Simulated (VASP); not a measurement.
# CdSe: single point with PBEsol

Crystal: CdSe.

```
CELL_PARAMETERS angstrom
0.00000 3.00760 3.00760
3.00760 0.00000 3.00760
3.00760 3.00760 0.00000
ATOMIC_POSITIONS crystal
Cd 0.00000 0.00000 0.00000
Se 0.25000 0.25000 0.25000
```

- Program: VASP 6.6.1
- Task: single point
- Functional: PBEsol
- Potentials or basis: VASP PAW PBE potentials, release 64 (Cd, Se)
- Cutoff: 520 eV
- k mesh: 8 × 8 × 8
- Occupations: fermi-dirac, width 0.05 eV
- Spin: non-collinear spin, zero start, spin-orbit coupling
- Starting moments: [[0.0, 0.0, 0.0], [0.0, 0.0, 0.0]] μB

The pressure is 2.2 GPa, the net moment is 0.00 μB per cell and the valence electrons inside the program's atomic spheres are Cd 10.34; Se 3.86.

Moments on the atoms (μB; x, y, z):
```
Cd  0.00 0.00 0.00
Se  0.00 0.00 0.00
```

Wall time 3.3 min on 1 thread of Intel Xeon 8259CL, on a shared host, peak memory 0.37 GiB.

Caveat: the PAW data sets were made with another functional, which shifts forces and pressure a little.
